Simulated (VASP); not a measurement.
# TaF3 (P4/mmm) in VASP: notebook

TaF3 is run at these levels: LDA; tasks: single point.

Everything below comes from runs of VASP 6.6.1. Logs are shortened: lines on timing, memory, paths and dates and some standing lists are left out, and cuts for length are marked.

## Step 1: The cell of the first run

Symmetry: P4/mmm, No. 123, tetragonal system. Conventional cell: a = 4.111 Å, b = 4.111 Å, c = 4.167 Å, α = 90.00°, β = 90.00°, γ = 90.00°. Ta (site symmetry 4/mmm) has 6 F at 2.06 to 2.08 Å within 2.7 Å. F (site symmetry mmm) has 2 Ta at 2.06 Å within 2.7 Å. F (site symmetry 4/mmm) has 2 Ta at 2.08 Å within 2.8 Å.

## Step 2: Single point, LDA

Input file INCAR:

```
SYSTEM = TaF3
PREC = Accurate
ENCUT = 600
EDIFF = 1E-6
ISMEAR = -1
SIGMA = 0.15
LREAL = .False.
LASPH = .True.
NELM = 120
ALGO = Normal
ISIF = 2
LWAVE = .False.
LCHARG = .True.
GGA = CA
LELF = .True.
LVHAR = .True.
NBANDS = 24
GGA_COMPAT = .False.
```

Input file KPOINTS:

```
regular mesh
0
Gamma
  8 8 8
  0 0 0
```

Input file POSCAR:

```
TaF3
1.0
    4.1110907200      0.0000000000      0.0000000000
    0.0000000000      4.1110907200      0.0000000000
    0.0000000000      0.0000000000      4.1666460000
Ta F
1 3
Direct
    0.0000000000      0.0000000000      0.0000000000
    0.0000000000      0.5000000000      0.0000000000
    0.5000000000      0.0000000000      0.0000000000
    0.0000000000      0.0000000000      0.5000000000
```

Potentials or basis: VASP PAW LDA potentials, release 64 (Ta_pv, F).

On the command line:

```
cat potpaw_LDA.64/Ta_pv/POTCAR potpaw_LDA.64/F/POTCAR > POTCAR
mpirun -np 1 vasp_std > vasp.out
```

OUTCAR:

```text
SYSTEM = TaF3
   PREC = Accurate
   ENCUT = 600
   EDIFF = 1E-6
   ISMEAR = -1
   LREAL = .False.
   LASPH = .True.
   NELM = 120
   ISIF = 2
   GGA = CA

 ion  position               nearest neighbor table
   1  0.000  0.000  0.000-   2 2.06   3 2.06   2 2.06   3 2.06   4 2.08   4 2.08
   2  0.000  0.500  0.000-   1 2.06   1 2.06
   3  0.500  0.000  0.000-   1 2.06   1 2.06
   4  0.000  0.000  0.500-   1 2.08   1 2.08

  LATTYP: Found a simple tetragonal cell.
 ALAT       =     4.1110907200
 C/A-ratio  =     1.0135135135

  Lattice vectors:

 A1 = (   4.1110907200,   0.0000000000,   0.0000000000)
 A2 = (   0.0000000000,   4.1110907200,   0.0000000000)
 A3 = (   0.0000000000,   0.0000000000,   4.1666460000)

Analysis of symmetry for initial positions (statically):
=====================================================================
 Subroutine PRICEL returns:
 Original cell was already a primitive cell.

 Routine SETGRP: Setting up the symmetry group for a
 simple tetragonal supercell.

 Subroutine GETGRP returns: Found 16 space group operations
 (whereof 16 operations were pure point group operations)
 out of a pool of 16 trial point group operations.

The static configuration has the point symmetry D_4h.

Analysis of symmetry for dynamics (positions and initial velocities):
=====================================================================
 Subroutine PRICEL returns:
 Original cell was already a primitive cell.

 Routine SETGRP: Setting up the symmetry group for a
 simple tetragonal supercell.

 Subroutine GETGRP returns: Found 16 space group operations
 (whereof 16 operations were pure point group operations)
 out of a pool of 16 trial point group operations.

The dynamic configuration has the point symmetry D_4h.

 Subroutine INISYM returns: Found 16 space group operations
 (whereof 16 operations are pure point group operations),
 and found     1 'primitive' translations

----------------------------------------------------------------------------------------

                                     Primitive cell

  volume of cell :      70.4208

  direct lattice vectors                    reciprocal lattice vectors
     4.111090720  0.000000000  0.000000000     0.243244450  0.000000000  0.000000000
     0.000000000  4.111090720  0.000000000     0.000000000  0.243244450  0.000000000
     0.000000000  0.000000000  4.166646000     0.000000000  0.000000000  0.240001190

  length of vectors
     4.111090720  4.111090720  4.166646000     0.243244450  0.243244450  0.240001190

  position of ions in fractional coordinates (direct lattice)
     0.000000000  0.000000000  0.000000000
     0.000000000  0.500000000  0.000000000
     0.500000000  0.000000000  0.000000000
     0.000000000  0.000000000  0.500000000

  ion indices of the primitive-cell ions
   primitive index   ion index
                 1           1
                 2           2
                 3           3
                 4           4

----------------------------------------------------------------------------------------

 KPOINTS: regular mesh

Automatic generation of k-mesh.
 Grid dimensions read from file:
 generate k-points for:    8    8    8

 Generating k-lattice:

  Cartesian coordinates                     Fractional coordinates (reciprocal lattice)
     0.030405556  0.000000000  0.000000000     0.125000000  0.000000000  0.000000000
     0.000000000  0.030405556  0.000000000     0.000000000  0.125000000  0.000000000
     0.000000000  0.000000000  0.030000149     0.000000000  0.000000000  0.125000000

  Length of vectors
     0.030405556  0.030405556  0.030000149

  Shift w.r.t. Gamma in fractional coordinates (k-lattice)
     0.000000000  0.000000000  0.000000000

 Subroutine IBZKPT returns following result:
 ===========================================

 Found     75 irreducible k-points:

 Following reciprocal coordinates:
            Coordinates               Weight
  0.000000  0.000000  0.000000      1.000000
  0.125000  0.000000  0.000000      4.000000
  0.250000  0.000000  0.000000      4.000000
  0.375000  0.000000  0.000000      4.000000
  0.500000  0.000000  0.000000      2.000000
  0.125000  0.125000  0.000000      4.000000
[... 16 lines left out ...]
  0.375000  0.125000  0.125000     16.000000
  0.500000  0.125000  0.125000      8.000000
 [... further k-points ...]
   k-points           NKPTS =     75   k-points in BZ     NKDIM =     75   number of bands    NBANDS=     24
   number of dos      NEDOS =    301   number of ions     NIONS =      4
   total plane-waves  NPLWV =  46656
   dimension x,y,z NGX =    36 NGY =   36 NGZ =   36
   dimension x,y,z NGXF=    72 NGYF=   72 NGZF=   72
   ions per type =               1   3
   NGX,Y,Z   is equivalent  to a cutoff of  14.56, 14.56, 14.36 a.u.
   NGXF,Y,Z  is equivalent  to a cutoff of  29.12, 29.12, 28.73 a.u.
 SYSTEM =  TaF3
   PREC   = accura    normal or accurate (medium, high low for compatibility)
   ISTART =      0    job   : 0-new  1-cont  2-samecut
   ICHARG =      2    charge: 1-file 2-atom 10-const
   ISPIN  =      1    spin polarized calculation?
   LNONCOLLINEAR =      F non collinear calculations
   LSORBIT =      F    spin-orbit coupling
   LASPH  =      T    aspherical Exc in radial PAW
   ENCUT  =  600.0 eV  44.10 Ry    6.64 a.u.   8.21  8.21  8.32*2*pi/ulx,y,z
   NELM   =    120;   NELMIN=  2; NELMDL= -5     # of ELM steps
   EDIFF  = 0.1E-05   stopping-criterion for ELM
   LREAL  =      F    real-space projection
   EDIFFG = 0.1E-04   stopping-criterion for IOM
   NSW    =      0    number of steps for IOM
   IBRION =     -1    ionic relax: 0-MD 1-quasi-New 2-CG
   NFREE  =      0    steps in history (QN), initial steepest desc. (CG)
   ISIF   =      2    stress and relaxation
   ISYM   =      2    0-nonsym 1-usesym 2-fastsym
   POTIM  = 0.5000    time-step for ionic-motion
   TEBEG  =    0.0;   TEEND  =   0.0 temperature during run
   PSTRESS=    0.0 pullay stress
   NELECT =      32.0000    total number of electrons
   NUPDOWN=      -1.0000    fix difference up-down
   EMIN   =  10.00;   EMAX   =-10.00  energy-range for DOS
   EFERMI =   0.00;   METHOD = LEGACY
   ISMEAR =    -1;   SIGMA  =   0.15  broadening in eV -4-tet -1-fermi 0-gaus
   EFERMI_NEDOS =   21; number of points for ismear=-14 and -15
   IALGO  =     38    algorithm
   IMIX   =      4    mixing-type and parameters
     AMIX     =   0.40;   BMIX     =  1.00
     AMIX_MAG =   1.60;   BMIX_MAG =  1.00
  volume/ion in A,a.u.               =      17.61       118.81
  Fermi-wavevector in a.u.,A,eV,Ry     =   1.258610  2.378428 21.552984  1.584100
  Thomas-Fermi vector in A             =   2.392211
   LORBIT       =      0    0 simple, 1 ext, 2 COOP (PROOUT), +10 PAW based schemes
   GGA     = CA    functional components
   LHFCALC =     F    Hartree Fock is set to
   AEXX    =    0.0000 exact exchange contribution
   IVDW    =     0    specifies the selected vdW correction
   LEPSILON=     F    determine dielectric tensor
   LRPA    =     F    only Hartree local field effects (RPA)
 non-spin polarized calculation
  energy-cutoff  :      600.00
  volume of cell :       70.42
 maximum number of plane-waves:      2376
 NGX is ok and might be reduce to    36
   NGX = 17   NGY = 17   NGZ = 17

 number of electron      31.9999989 magnetization

 Free energy of the ion-electron system (eV)
  ---------------------------------------------------
  ext. energy  EPLUGINS =         0.00000000
  ---------------------------------------------------
  free energy    TOTEN  =       -29.47566795 eV

  energy without entropy =      -29.23553322  energy(sigma->0) =      -29.35560058

 E-fermi :   2.7397     XC(G=0):  -8.8780

 val. band max:        2.6612848530   @ k =   0.5000   0.2500   0.1250
 cond. band min:       2.7818189914   @ k =   0.1250   0.0000   0.0000
 fundamental gap:      0.1205341384
 Fermi energy:         2.7397289492

 k-point     1 :       0.0000    0.0000    0.0000
  band No.  band energies     occupation
      1     -33.9516      2.00000
      2     -33.9516      2.00000
      3     -33.9131      2.00000
      4     -24.3497      2.00000
      5     -24.1011      2.00000
      6     -23.8904      2.00000
[... 16 lines left out ...]
     23      11.3317      0.00000
     24      11.3884      0.00000

 k-point     2 :       0.1250    0.0000    0.0000
  band No.  band energies     occupation
      1     -33.9761      2.00000
      2     -33.9512      2.00000
      3     -33.9128      2.00000
      4     -24.3057      2.00000
      5     -24.0509      2.00000
      6     -23.8857      2.00000
[... 16 lines left out ...]
     23      10.7951      0.00000
     24      11.4583      0.00000

 k-point     3 :       0.2500    0.0000    0.0000
  band No.  band energies     occupation
      1     -34.0341      2.00000
      2     -33.9502      2.00000
      3     -33.9118      2.00000
      4     -24.2541      2.00000
      5     -23.9251      2.00000
      6     -23.8191      2.00000
[... 16 lines left out ...]
     23      11.0566      0.00000
     24      11.7410      0.00000

 k-point     4 :       0.3750    0.0000    0.0000
  band No.  band energies     occupation
      1     -34.0907      2.00000
      2     -33.9493      2.00000
      3     -33.9109      2.00000
      4     -24.2349      2.00000
      5     -23.9032      2.00000
      6     -23.6084      2.00000
[... 16 lines left out ...]
     23      11.6113      0.00000
     24      12.0525      0.00000

 k-point     5 :       0.5000    0.0000    0.0000
  band No.  band energies     occupation
      1     -34.1137      2.00000
      2     -33.9489      2.00000
      3     -33.9105      2.00000
      4     -24.2301      2.00000
      5     -23.9005      2.00000
      6     -23.5089      2.00000
[... 451 lines left out ...]
 k-point    22 :       0.2500    0.1250    0.1250
  band No.  band energies     occupation
      1     -34.0333      2.00000
      2     -33.9744      2.00000
      3     -33.9314      2.00000
      4     -24.1525      2.00000
      5     -23.8731      2.00000
      6     -23.7885      2.00000
[... 16 lines left out ...]
     23      10.0431      0.00000
     24      10.5373      0.00000

 k-point    23 :       0.3750    0.1250    0.1250
  band No.  band energies     occupation
      1     -34.0899      2.00000
      2     -33.9735      2.00000
      3     -33.9304      2.00000
      4     -24.1302      2.00000
      5     -23.8253      2.00000
      6     -23.6066      2.00000
[... 16 lines left out ...]
     23      10.6205      0.00000
     24      11.1215      0.00000

 k-point    24 :       0.5000    0.1250    0.1250
  band No.  band energies     occupation
      1     -34.1129      2.00000
      2     -33.9731      2.00000
      3     -33.9300      2.00000
      4     -24.1254      2.00000
      5     -23.8221      2.00000
      6     -23.5076      2.00000
[... 16 lines left out ...]
     23      11.2363      0.00000
     24      11.6538      0.00000

 [... further k-points ...]

------------------------ aborting loop because EDIFF is reached ----------------------------------------

  FORCE on cell =-STRESS in cart. coord.  units (eV):
  Direction    XX          YY          ZZ          XY          YZ          ZX
  --------------------------------------------------------------------------------------
  -------------------------------------------------------------------------------------
  Total       -2.6958433     -2.6958433     -3.9603617      0.0000000     -0.0000000     -0.0000000
  in kB      -61.3344548    -61.3344548    -90.1041320      0.0000000     -0.0000000     -0.0000000
  external PRESSURE =     -70.9243472 kB  Pullay stress =       0.0000000 kB

 VOLUME and BASIS-vectors are now :
 -----------------------------------------------------------------------------
  energy-cutoff  :      600.00
  volume of cell :       70.42
      direct lattice vectors                 reciprocal lattice vectors
     4.111090720  0.000000000  0.000000000     0.243244450  0.000000000  0.000000000
     0.000000000  4.111090720  0.000000000     0.000000000  0.243244450  0.000000000
     0.000000000  0.000000000  4.166646000     0.000000000  0.000000000  0.240001190

 POSITION                                       TOTAL-FORCE (eV/Angst)
 -----------------------------------------------------------------------------------
      0.00000      0.00000      0.00000         0.000000      0.000000      0.000000
      0.00000      2.05555      0.00000         0.000000      0.000000      0.000000
      2.05555      0.00000      0.00000         0.000000      0.000000      0.000000
      0.00000      0.00000      2.08332         0.000000      0.000000      0.000000
 -----------------------------------------------------------------------------------
    total drift:                                0.000000      0.000000     -0.000000

  FREE ENERGIE OF THE ION-ELECTRON SYSTEM (eV)
  ---------------------------------------------------
  free  energy   TOTEN  =       -29.4756679510 eV

  energy  without entropy=      -29.2355332172  energy(sigma->0) =      -29.35560058
```

Run time: 1.9 min. Hardware: 1 thread of Intel Xeon 8259CL, shared host; peak memory 0.27 GiB.

What came out:

```
Free energy            : -29.4757 eV
Pressure               : -7.1 GPa
Band gap on the k mesh : zero (bands 16 and 17 overlap by 2.22 eV)
```

Caveat: the cell stands under tension; spin-orbit coupling is left out, which moves the levels of the heavy elements.

## Step 3: Single point, LDA

This run uses another cell than the first one, of 17.84 Å³/atom.

Input file INCAR:

```
SYSTEM = TaF3
ALGO     = Normal         ! electronic algorithm
EDIFF    = 1E-6           ! SCF threshold, eV
ENCUT    = 600            ! plane-wave cutoff, eV
GGA      = CA             ! functional
GGA_COMPAT= .FALSE.      
ISIF     = 2              ! what is computed and relaxed
ISMEAR   = -1             ! smearing method
LASPH    = .TRUE.         ! aspherical terms in the spheres
LCHARG   = .FALSE.        ! write CHGCAR
LREAL    = .FALSE.        ! projectors in reciprocal space
LWAVE    = .FALSE.        ! write WAVECAR
NBANDS   = 24             ! bands
NELM     = 120            ! most SCF steps
PREC     = Accurate       ! precision mode
SIGMA    = 0.15           ! smearing width, eV
```

Input file KPOINTS:

```
k-points
0
G
  8 8 8
  0 0 0
```

POSCAR, as its differences from that of step 2:

```diff
@@ -2,4 +2,4 @@
 1.0
-    4.1110907200      0.0000000000      0.0000000000
-    0.0000000000      4.1110907200      0.0000000000
+    4.1388683600      0.0000000000      0.0000000000
+    0.0000000000      4.1388683600      0.0000000000
     0.0000000000      0.0000000000      4.1666460000
```

Potentials or basis: VASP PAW LDA potentials, release 64 (Ta_pv, F).

On the command line:

```
cat potpaw_LDA.64/Ta_pv/POTCAR potpaw_LDA.64/F/POTCAR > POTCAR
mpirun -np 1 vasp_std > vasp.out
```

Wall time 1.9 min (1 thread of Intel Xeon 8259CL, shared host); peak memory 0.27 GiB.

The run converged. Its results:

| Quantity | Value |
| --- | --- |
| Free energy | -29.4361 eV |
| Pressure | -8.3 GPa |
| Band gap on the k mesh | zero (bands 16 and 17 overlap by 2.18 eV) |

Stress tensor (GPa, compression positive):
```
-7.85  0.00  0.00
 0.00 -7.85  0.00
 0.00  0.00 -9.22
```

Levels at points of the mesh, in eV from the Fermi level:
| k point | band 14 | band 15 | band 16 | band 17 | band 18 | band 19 |
| --- | --- | --- | --- | --- | --- | --- |
| (0.00, 0.00, 0.00) | -7.73 | -7.73 | -0.88 | -0.88 | -0.88 | -0.14 |
| (0.50, 0.00, 0.00) | -7.83 | -7.75 | -0.82 | 0.30 | 0.31 | 1.62 |
| (0.50, 0.50, 0.00) | -8.01 | -7.29 | 0.38 | 0.38 | 1.19 | 2.06 |
| (0.00, 0.00, 0.50) | -7.84 | -7.84 | -0.83 | 0.27 | 0.27 | 1.68 |
| (0.50, 0.00, 0.50) | -8.11 | -7.25 | 0.33 | 0.37 | 1.16 | 2.17 |
| (0.50, 0.50, 0.50) | -7.24 | -7.24 | 1.30 | 1.30 | 1.33 | 4.50 |

Caveat: the cell stands under tension; spin-orbit coupling is left out, which moves the levels of the heavy elements.

## Step 4: Single point, LDA

This run uses another cell than the first one, of 18.33 Å³/atom.

Input file INCAR:

```
SYSTEM = TaF3
  PREC = Accurate
  ENCUT = 600
  EDIFF = 1E-6
  ISMEAR = -1
  SIGMA = 0.15
  LREAL = .FALSE.
  LASPH = .TRUE.
  NELM = 120
  ALGO = Normal
  ISIF = 2
  LWAVE = .FALSE.
  LCHARG = .FALSE.
  GGA = CA
  NBANDS = 24
  GGA_COMPAT = .FALSE.
```

Input file KPOINTS:

```
Automatic mesh
0
G
  8 8 8
  0 0 0
```

POSCAR, as its differences from that of step 3:

```diff
@@ -2,4 +2,4 @@
 1.0
-    4.1388683600      0.0000000000      0.0000000000
-    0.0000000000      4.1388683600      0.0000000000
+    4.1944236400      0.0000000000      0.0000000000
+    0.0000000000      4.1944236400      0.0000000000
     0.0000000000      0.0000000000      4.1666460000
```

On the command line:

```
cat potpaw_LDA.64/Ta_pv/POTCAR potpaw_LDA.64/F/POTCAR > POTCAR
mpirun -np 1 vasp_std > vasp.out
```

Run time: 98 s. Hardware: 1 thread of Intel Xeon 8259CL, shared host; peak memory 0.28 GiB.

Results (log left out):

```yaml
Free_energy: -29.3272 eV
Pressure: -10.4 GPa
Band_gap_on_the_k_mesh: zero (bands 16 and 17 overlap by 2.06 eV)
```

Stress tensor (GPa, compression positive):
```
-10.84   0.00   0.00
  0.00 -10.84   0.00
  0.00   0.00  -9.60
```

Levels at points of the mesh, in eV from the Fermi level:
```tsv
k point	band 12	band 13	band 14	band 15	band 16	band 17	band 18	band 19	band 20	band 21
(0.00, 0.00, 0.00)	-7.65	-7.58	-7.58	-7.55	-0.83	-0.83	-0.83	-0.08	1.56	1.62
(0.50, 0.00, 0.00)	-8.12	-7.68	-7.68	-7.59	-0.78	0.26	0.27	1.56	1.70	2.90
(0.50, 0.50, 0.00)	-8.11	-7.95	-7.95	-7.06	0.32	0.32	1.10	2.06	5.01	5.01
(0.00, 0.00, 0.50)	-8.08	-7.64	-7.58	-7.58	-0.77	0.31	0.31	1.56	1.63	2.92
(0.50, 0.00, 0.50)	-8.11	-7.84	-7.84	-7.11	0.33	0.37	1.13	1.95	5.03	5.05
(0.50, 0.50, 0.50)	-9.10	-7.10	-7.10	-7.06	1.23	1.26	1.26	4.65	5.32	5.44
```

Caveat: the cell stands under tension; spin-orbit coupling is left out, which moves the levels of the heavy elements.

## Step 5: Summary

```tsv
cell	gap on the mesh (eV)	pressure (GPa)
a = 4.111, b = 4.111, c = 4.167 Å, 4 atoms	none	-7.1
a = 4.139, b = 4.139, c = 4.167 Å, 4 atoms	none	-8.3
a = 4.194, b = 4.194, c = 4.167 Å, 4 atoms	none	-10.4
```

Alike in all rows: task single point; level LDA; potentials or basis VASP PAW LDA potentials, release 64 (Ta_pv, F); no spin polarisation; k mesh 8 × 8 × 8; cutoff (eV) 600; smearing fermi-dirac 0.15 eV.

Caveats: the cell stands under tension; spin-orbit coupling is left out, which moves the levels of the heavy elements.

Absolute energies hang on the potentials; compare differences alone.

The gap in the log of VASP goes by the Fermi energy; the results here count the filled bands.